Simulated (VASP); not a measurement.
# GaSb (F-43m) in VASP: notebook

Runs on GaSb. Level: LDA. Tasks: single point, relaxation of cell and atoms.

Program: VASP 6.6.1. These are calculated values, not measurements. Logs are shortened: lines on timing, memory, paths and dates and some standing lists are left out, and cuts for length are marked.

### Step 1. The cell of the first run

The structure is cubic, space group F-43m (No. 216). The conventional cell has a = 6.048 Å, b = 6.048 Å, c = 6.048 Å, α = 90.00°, β = 90.00°, γ = 90.00°. Within 3.5 Å of Ga (site symmetry -43m) lie 4 Sb at 2.62 Å. Within 3.5 Å of Sb (site symmetry -43m) lie 4 Ga at 2.62 Å.

### Step 2. Single point, LDA

INCAR

```
SYSTEM = GaSb
  PREC = Accurate
  ENCUT = 520
  EDIFF = 1E-6
  ISMEAR = 0
  SIGMA = 0.01
  LREAL = .FALSE.
  LASPH = .TRUE.
  NELM = 60
  ALGO = Normal
  ISIF = 2
  LWAVE = .FALSE.
  LCHARG = .TRUE.
  GGA = CA
  LELF = .TRUE.
  LVHAR = .TRUE.
  NBANDS = 16
```

KPOINTS

```
Automatic mesh
0
G
  8 8 8
  0 0 0
```

POSCAR

```
GaSb
1.0
    0.0000000000      3.0240586205      3.0240586205
    3.0240586205      0.0000000000      3.0240586205
    3.0240586205      3.0240586205      0.0000000000
Ga Sb
1 1
Direct
    0.0000000000      0.0000000000      0.0000000000
    0.2500000000      0.2500000000      0.2500000000
```

Potentials or basis: VASP PAW LDA potentials, release 64 (Ga_d, Sb).

The run is started by

```
cat potpaw_LDA.64/Ga_d/POTCAR potpaw_LDA.64/Sb/POTCAR > POTCAR
mpirun -np 1 vasp_std > vasp.out
```

OUTCAR:

```text
SYSTEM = GaSb
   PREC = Accurate
   ENCUT = 520
   EDIFF = 1E-6
   ISMEAR = 0
   LREAL = .FALSE.
   LASPH = .TRUE.
   NELM = 60
   ISIF = 2
   GGA = CA

 ion  position               nearest neighbor table
   1  0.000  0.000  0.000-   2 2.62   2 2.62   2 2.62   2 2.62
   2  0.250  0.250  0.250-   1 2.62   1 2.62   1 2.62   1 2.62

  LATTYP: Found a face centered cubic cell.
 ALAT       =     6.0481172410

  Lattice vectors:

 A1 = (   0.0000000000,   3.0240586205,   3.0240586205)
 A2 = (   3.0240586205,   0.0000000000,   3.0240586205)
 A3 = (   3.0240586205,   3.0240586205,   0.0000000000)

Analysis of symmetry for initial positions (statically):
=====================================================================
 Subroutine PRICEL returns:
 Original cell was already a primitive cell.

 Routine SETGRP: Setting up the symmetry group for a
 face centered cubic supercell.

 Subroutine GETGRP returns: Found 24 space group operations
 (whereof 24 operations were pure point group operations)
 out of a pool of 48 trial point group operations.

The static configuration has the point symmetry T_d .

Analysis of symmetry for dynamics (positions and initial velocities):
=====================================================================
 Subroutine PRICEL returns:
 Original cell was already a primitive cell.

 Routine SETGRP: Setting up the symmetry group for a
 face centered cubic supercell.

 Subroutine GETGRP returns: Found 24 space group operations
 (whereof 24 operations were pure point group operations)
 out of a pool of 48 trial point group operations.

The dynamic configuration has the point symmetry T_d .

 Subroutine INISYM returns: Found 24 space group operations
 (whereof 24 operations are pure point group operations),
 and found     1 'primitive' translations

----------------------------------------------------------------------------------------

                                     Primitive cell

  volume of cell :      55.3096

  direct lattice vectors                    reciprocal lattice vectors
     0.000000000  3.024058620  3.024058620    -0.165340710  0.165340710  0.165340710
     3.024058620  0.000000000  3.024058620     0.165340710 -0.165340710  0.165340710
     3.024058620  3.024058620  0.000000000     0.165340710  0.165340710 -0.165340710

  length of vectors
     4.276664715  4.276664715  4.276664715     0.286378511  0.286378511  0.286378511

  position of ions in fractional coordinates (direct lattice)
     0.000000000  0.000000000  0.000000000
     0.250000000  0.250000000  0.250000000

  ion indices of the primitive-cell ions
   primitive index   ion index
                 1           1
                 2           2

----------------------------------------------------------------------------------------

 KPOINTS: Automatic mesh

Automatic generation of k-mesh.
 Grid dimensions read from file:
 generate k-points for:    8    8    8

 Generating k-lattice:

  Cartesian coordinates                     Fractional coordinates (reciprocal lattice)
    -0.020667589  0.020667589  0.020667589     0.125000000  0.000000000  0.000000000
     0.020667589 -0.020667589  0.020667589     0.000000000  0.125000000  0.000000000
     0.020667589  0.020667589 -0.020667589     0.000000000  0.000000000  0.125000000

  Length of vectors
     0.035797314  0.035797314  0.035797314

  Shift w.r.t. Gamma in fractional coordinates (k-lattice)
     0.000000000  0.000000000  0.000000000

 Subroutine IBZKPT returns following result:
 ===========================================

 Found     29 irreducible k-points:

 Following reciprocal coordinates:
            Coordinates               Weight
  0.000000  0.000000  0.000000      1.000000
  0.125000  0.000000  0.000000      8.000000
  0.250000  0.000000  0.000000      8.000000
  0.375000  0.000000  0.000000      8.000000
  0.500000  0.000000  0.000000      4.000000
  0.125000  0.125000  0.000000      6.000000
[... 16 lines left out ...]
  0.500000  0.250000  0.125000     48.000000
 -0.375000  0.250000  0.125000     24.000000
 [... further k-points ...]
   k-points           NKPTS =     29   k-points in BZ     NKDIM =     29   number of bands    NBANDS=     16
   number of dos      NEDOS =    301   number of ions     NIONS =      2
   total plane-waves  NPLWV =  32768
   dimension x,y,z NGX =    32 NGY =   32 NGZ =   32
   dimension x,y,z NGXF=    64 NGYF=   64 NGZF=   64
   ions per type =               1   1
   NGX,Y,Z   is equivalent  to a cutoff of  12.44, 12.44, 12.44 a.u.
   NGXF,Y,Z  is equivalent  to a cutoff of  24.88, 24.88, 24.88 a.u.
 SYSTEM =  GaSb
   PREC   = accura    normal or accurate (medium, high low for compatibility)
   ISTART =      0    job   : 0-new  1-cont  2-samecut
   ICHARG =      2    charge: 1-file 2-atom 10-const
   ISPIN  =      1    spin polarized calculation?
   LNONCOLLINEAR =      F non collinear calculations
   LSORBIT =      F    spin-orbit coupling
   LASPH  =      T    aspherical Exc in radial PAW
   ENCUT  =  520.0 eV  38.22 Ry    6.18 a.u.   7.95  7.95  7.95*2*pi/ulx,y,z
   NELM   =     60;   NELMIN=  2; NELMDL= -5     # of ELM steps
   EDIFF  = 0.1E-05   stopping-criterion for ELM
   LREAL  =      F    real-space projection
   EDIFFG = 0.1E-04   stopping-criterion for IOM
   NSW    =      0    number of steps for IOM
   IBRION =     -1    ionic relax: 0-MD 1-quasi-New 2-CG
   NFREE  =      0    steps in history (QN), initial steepest desc. (CG)
   ISIF   =      2    stress and relaxation
   ISYM   =      2    0-nonsym 1-usesym 2-fastsym
   POTIM  = 0.5000    time-step for ionic-motion
   TEBEG  =    0.0;   TEEND  =   0.0 temperature during run
   PSTRESS=    0.0 pullay stress
   NELECT =      18.0000    total number of electrons
   NUPDOWN=      -1.0000    fix difference up-down
   EMIN   =  10.00;   EMAX   =-10.00  energy-range for DOS
   EFERMI =   0.00;   METHOD = LEGACY
   ISMEAR =     0;   SIGMA  =   0.01  broadening in eV -4-tet -1-fermi 0-gaus
   EFERMI_NEDOS =   21; number of points for ismear=-14 and -15
   IALGO  =     38    algorithm
   IMIX   =      4    mixing-type and parameters
     AMIX     =   0.40;   BMIX     =  1.00
     AMIX_MAG =   1.60;   BMIX_MAG =  1.00
  volume/ion in A,a.u.               =      27.65       186.62
  Fermi-wavevector in a.u.,A,eV,Ry     =   1.126070  2.127964 17.252651  1.268034
  Thomas-Fermi vector in A             =   2.262750
   LORBIT       =      0    0 simple, 1 ext, 2 COOP (PROOUT), +10 PAW based schemes
   GGA     = CA    functional components
   LHFCALC =     F    Hartree Fock is set to
   AEXX    =    0.0000 exact exchange contribution
   IVDW    =     0    specifies the selected vdW correction
   LEPSILON=     F    determine dielectric tensor
   LRPA    =     F    only Hartree local field effects (RPA)
 non-spin polarized calculation
 Gauss-broadening in eV      SIGMA  =   0.01
  energy-cutoff  :      520.00
  volume of cell :       55.31
 maximum number of plane-waves:      1524
   NGX = 15   NGY = 15   NGZ = 15

 number of electron      17.9999989 magnetization

 Free energy of the ion-electron system (eV)
  ---------------------------------------------------
  ext. energy  EPLUGINS =         0.00000000
  ---------------------------------------------------
  free energy    TOTEN  =        -8.66639971 eV

  energy without entropy =       -8.66639971  energy(sigma->0) =       -8.66639971

 E-fermi :   5.0834     XC(G=0):  -9.5452

 val. band max:        5.0422500501   @ k =   0.0000   0.0000   0.0000
 cond. band min:       5.1638133088   @ k =   0.0000   0.0000   0.0000
 fundamental gap:      0.1215632587
 Fermi energy:         5.0833589356

 k-point     1 :       0.0000    0.0000    0.0000
  band No.  band energies     occupation
      1     -10.1773      2.00000
      2     -10.1773      2.00000
      3     -10.1773      2.00000
      4     -10.1226      2.00000
      5     -10.1226      2.00000
      6      -6.7190      2.00000
[... 8 lines left out ...]
     15      13.6637      0.00000
     16      13.6637      0.00000

 k-point     2 :       0.1250    0.0000    0.0000
  band No.  band energies     occupation
      1     -10.1821      2.00000
      2     -10.1753      2.00000
      3     -10.1753      2.00000
      4     -10.1229      2.00000
      5     -10.1229      2.00000
      6      -6.5524      2.00000
[... 8 lines left out ...]
     15      12.8198      0.00000
     16      12.8198      0.00000

 k-point     3 :       0.2500    0.0000    0.0000
  band No.  band energies     occupation
      1     -10.1933      2.00000
      2     -10.1707      2.00000
      3     -10.1707      2.00000
      4     -10.1232      2.00000
      5     -10.1232      2.00000
      6      -6.0766      2.00000
[... 8 lines left out ...]
     15      12.6040      0.00000
     16      12.6040      0.00000

 k-point     4 :       0.3750    0.0000    0.0000
  band No.  band energies     occupation
      1     -10.2043      2.00000
      2     -10.1668      2.00000
      3     -10.1668      2.00000
      4     -10.1228      2.00000
      5     -10.1228      2.00000
      6      -5.4113      2.00000
[... 8 lines left out ...]
     15      13.5845      0.00000
     16      13.5845      0.00000
[... 324 lines left out ...]
 k-point    22 :       0.3750    0.2500    0.1250
  band No.  band energies     occupation
      1     -10.2042      2.00000
      2     -10.1654      2.00000
      3     -10.1639      2.00000
      4     -10.1272      2.00000
      5     -10.1213      2.00000
      6      -5.6611      2.00000
[... 8 lines left out ...]
     15      14.0797      0.00000
     16      14.3569      0.00000

 k-point    23 :       0.5000    0.2500    0.1250
  band No.  band energies     occupation
      1     -10.2115      2.00000
      2     -10.1627      2.00000
      3     -10.1601      2.00000
      4     -10.1271      2.00000
      5     -10.1219      2.00000
      6      -5.0222      2.00000
[... 8 lines left out ...]
     15      13.7921      0.00000
     16      15.2016      0.00000

 k-point    24 :      -0.3750    0.2500    0.1250
  band No.  band energies     occupation
      1     -10.2143      2.00000
      2     -10.1620      2.00000
      3     -10.1586      2.00000
      4     -10.1262      2.00000
      5     -10.1227      2.00000
      6      -4.6364      2.00000
[... 8 lines left out ...]
     15      14.6392      0.00000
     16      15.2523      0.00000

 [... further k-points ...]

------------------------ aborting loop because EDIFF is reached ----------------------------------------

  FORCE on cell =-STRESS in cart. coord.  units (eV):
  Direction    XX          YY          ZZ          XY          YZ          ZX
  --------------------------------------------------------------------------------------
  -------------------------------------------------------------------------------------
  Total        0.0612267      0.0612267      0.0612267     -0.0000000      0.0000000     -0.0000000
  in kB        1.7735788      1.7735788      1.7735788     -0.0000000      0.0000000     -0.0000000
  external PRESSURE =       1.7735788 kB  Pullay stress =       0.0000000 kB

 VOLUME and BASIS-vectors are now :
 -----------------------------------------------------------------------------
  energy-cutoff  :      520.00
  volume of cell :       55.31
      direct lattice vectors                 reciprocal lattice vectors
     0.000000000  3.024058620  3.024058620    -0.165340710  0.165340710  0.165340710
     3.024058620  0.000000000  3.024058620     0.165340710 -0.165340710  0.165340710
     3.024058620  3.024058620  0.000000000     0.165340710  0.165340710 -0.165340710

 POSITION                                       TOTAL-FORCE (eV/Angst)
 -----------------------------------------------------------------------------------
      0.00000      0.00000      0.00000        -0.000000     -0.000000     -0.000000
      1.51203      1.51203      1.51203         0.000000      0.000000      0.000000
 -----------------------------------------------------------------------------------
    total drift:                                0.000000      0.000000      0.000000

  FREE ENERGIE OF THE ION-ELECTRON SYSTEM (eV)
  ---------------------------------------------------
  free  energy   TOTEN  =        -8.6663997075 eV

  energy  without entropy=       -8.6663997075  energy(sigma->0) =       -8.66639971
```

Wall time 22 s (1 thread of Intel Xeon 8259CL, shared host); peak memory 0.17 GiB.

What came out:

- Free energy: -8.6664 eV
- Pressure: 0.2 GPa
- Band gap on the k mesh: 0.12 eV, direct

Levels at points of the mesh, in eV from the valence-band top:
```tsv
k point	band 7	band 8	band 9	band 10	band 11	band 12
(0.00, 0.00, 0.00)	0.00	0.00	0.00	0.12	2.74	2.74
(0.50, 0.00, 0.00)	-6.58	-1.21	-1.21	0.37	3.71	3.71
(0.50, 0.50, 0.00)	-7.01	-2.70	-2.70	0.79	1.10	8.80
```

Caveat: spin-orbit coupling is left out, which moves the levels of the heavy elements.

### Step 3. Relaxation of cell and atoms, LDA

This run uses another cell than the first one, of 28.23 Å³/atom, 1.021 times its volume.

INCAR

```
SYSTEM = GaSb
PREC = Accurate ; ENCUT = 600
EDIFF = 1E-6 ; ISMEAR = 0
SIGMA = 0.01 ; LREAL = .FALSE.
LASPH = .TRUE. ; NELM = 60
ALGO = Normal ; ISIF = 3
LWAVE = .FALSE. ; LCHARG = .FALSE.
IBRION = 2 ; NSW = 80
EDIFFG = -0.005
```

KPOINTS is that of step 2.

POSCAR

```
GaSb
1.0
    0.0000000000      3.0450000000      3.0450000000
    3.0450000000      0.0000000000      3.0450000000
    3.0450000000      3.0450000000      0.0000000000
Ga Sb
1 1
Direct
    0.0000000000      0.0000000000      0.0000000000
    0.2500000000      0.2500000000      0.2500000000
```

Potentials or basis: VASP PAW LDA potentials, release 64 (Ga_d, Sb).

The run is started by

```
cat potpaw_LDA.64/Ga_d/POTCAR potpaw_LDA.64/Sb/POTCAR > POTCAR
mpirun -np 1 vasp_std > vasp.out
```

Run time: 64 s. Hardware: 1 thread of Intel Xeon 8259CL, shared host; peak memory 0.19 GiB.

The run converged. Its results:

```
Free energy                            : -8.6665 eV
Relaxed volume                         : 27.74 Å³/atom
Relaxed cell                           : a = 4.281 Å, b = 4.281 Å, c = 4.281 Å, α = 60.00°, β = 60.00°, γ = 60.00°
Space group after relaxing (to 0.05 Å) : F-43m (No. 216)
Energy gained by relaxing              : 1.4 meV/atom
Ionic steps                            : 3
Pressure after relaxing                : 0.0 GPa
Band gap on the k mesh                 : 0.10 eV, direct
```

The path:
| step | energy change (eV) | largest force (eV/Å) | pressure (GPa) | volume (Å³) |
| --- | --- | --- | --- | --- |
| 1 | 0.0000 | 0.0000 | -0.88 | 56.47 |
| 2 | -0.0026 | 0.0000 | 0.27 | 55.21 |
| 3 | -0.0028 | 0.0000 | -0.01 | 55.47 |

Final structure:
```
Ga Sb
1.0
     0.00000    3.02702    3.02702
     3.02702    0.00000    3.02702
     3.02702    3.02702    0.00000
Ga Sb
1 1
Direct
  0.00000 0.00000 0.00000
  0.25000 0.25000 0.25000
```

Levels at points of the mesh, in eV from the valence-band top:
```csv
k point,band 7,band 8,band 9,band 10,band 11,band 12
"(0.00, 0.00, 0.00)",0.00,0.00,0.00,0.10,2.74,2.74
"(0.50, 0.00, 0.00)",-6.56,-1.21,-1.21,0.36,3.71,3.71
"(0.50, 0.50, 0.00)",-7.00,-2.69,-2.69,0.80,1.10,8.78
```

Caveat: spin-orbit coupling is left out, which moves the levels of the heavy elements. A k mesh can miss the band edges.
